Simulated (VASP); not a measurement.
A run of VASP 6.6.1:

The input POSCAR:

```
Hf4N
1.0
    5.1488401222      0.0000000000     -0.0007791804
    0.0000000000      3.2212443814      0.0000000000
   -0.0185443848      0.0000000000      5.6256026915
Hf N
4 1
Direct
    0.2457164386      0.5000000000      0.1587438166
    0.7542835614      0.5000000000      0.8412561834
    0.7430154418      0.0000000000      0.3289719424
    0.2569845582      0.0000000000      0.6710280576
    0.0000000000      0.0000000000      0.0000000000
```

File INCAR.step1:

```
PREC = Accurate
ENCUT = 520
ISMEAR = 0
SIGMA = 0.1
LREAL = False
LASPH = True
NELM = 100
NBANDS = 30
GGA = PE
ALGO = Normal
EDIFF = 1E-4
LWAVE = True
LCHARG = False
```

INCAR.step2

```
PREC = Accurate
ENCUT = 520
EDIFF = 1E-7
ISMEAR = 0
SIGMA = 0.1
LREAL = False
LASPH = True
NELM = 100
ALGO = Normal
ISIF = 2
LWAVE = False
LCHARG = True
METAGGA = R2SCAN
LMIXTAU = True
LELF = True
LVHAR = True
NBANDS = 30
ISTART = 1
```

File KPOINTS:

```
Automatic mesh
0
Gamma
  6 10 6
```

Potentials or basis: VASP PAW PBE potentials, release 64 (Hf_pv, N).

Run with:

```sh
$ cat potpaw_PBE.64/Hf_pv/POTCAR potpaw_PBE.64/N/POTCAR > POTCAR
$ cp INCAR.step1 INCAR
$ mpirun -np 1 vasp_std > vasp.out
$ cp INCAR.step2 INCAR
$ mpirun -np 1 vasp_std > vasp.out
```

Hardware: 1 thread of Intel(R) Xeon(R) 6975P-C (Granite Rapids), with other jobs on the host.

Problem. Estimate the wall time of this run.

Solution. It took 7.1 min on 1 thread of Intel(R) Xeon(R) 6975P-C (Granite Rapids) (shared host), peak memory 0.39 GiB. Counts: k points 120.
